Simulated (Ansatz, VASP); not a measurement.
**In: VASP beside Ansatz**

File INCAR:

```
PREC = Accurate ; ENCUT = 520
EDIFF = 1E-8 ; ISMEAR = -1
SIGMA = 0.05 ; LREAL = False
LASPH = True ; NELM = 80
ALGO = Normal ; ISIF = 2
LWAVE = False ; LCHARG = False
GGA = PS ; LEFG = True
NBANDS = 26
```

The input KPOINTS:

```
Automatic mesh
0
Gamma
  14 14 14
```

Contents of POSCAR:

```
In
1.0
    1.6916082417      0.9766504737      8.3154685732
   -1.6916082417      0.9766504737      8.3154685732
    0.0000000000     -1.9533009474      8.3154685732
In
3
Direct
    0.0000000000      0.0000000000      0.0000000000
    0.7780122400      0.7780122400      0.7780122400
    0.2219877600      0.2219877600      0.2219877600
```

Input for Ansatz:

```yaml
crystal:
  lattice:
    - [1.6916082417, 0.9766504737, 8.3154685732]
    - [-1.6916082417, 0.9766504737, 8.3154685732]
    - [0.0, -1.9533009474, 8.3154685732]
  atoms:
    - { symbol: In, position: [0.0, 0.0, 0.0] }
    - { symbol: In, position: [0.77801224, 0.77801224, 0.77801224] }
    - { symbol: In, position: [0.22198776, 0.22198776, 0.22198776] }
kpoints:
  mp_grid: { grid: [14, 14, 14] }
scf:
  occupations: { method: fermi_dirac, width: 0.05 }
hamiltonian:
  xc: pbesol
  pseudopotentials: { kind: all_electron, datasets: crystal }
output:
  forces: true
  stress: true
  eigenvalues: true
  efg: { contact_densities: true }
```

Change from the starting cell: volume scaled by 1.04, crystal datasets.

Alike in both runs: task electric field gradients; functional PBEsol; k mesh 14 × 14 × 14; occupations fermi-dirac, width 0.05 eV; no spin polarisation.

|  | VASP | Ansatz |
| --- | --- | --- |
| version | VASP 6.6.1 | Ansatz 0.2.0 |
| potentials or method | VASP PAW PBE potentials, release 64 (In_d), cutoff 520 eV | all-electron PAW with datasets made for the crystal, scalar-relativistic |

|  | VASP | Ansatz | Ansatz less VASP |
| --- | --- | --- | --- |
| pressure (GPa) | -2.6 | -2.5 | +0.04 |
| traceless stress, the component that is largest in VASP (GPa) | 0.14 | 0.14 | -0.003 |
| size of Vzz on the site where it differs most (V/Å²) | 4.4 | 4.7 | +0.35 |

VASP's potentials were made for PBE, not for PBEsol. Ansatz ran all-electron here, and VASP with PAW potentials.
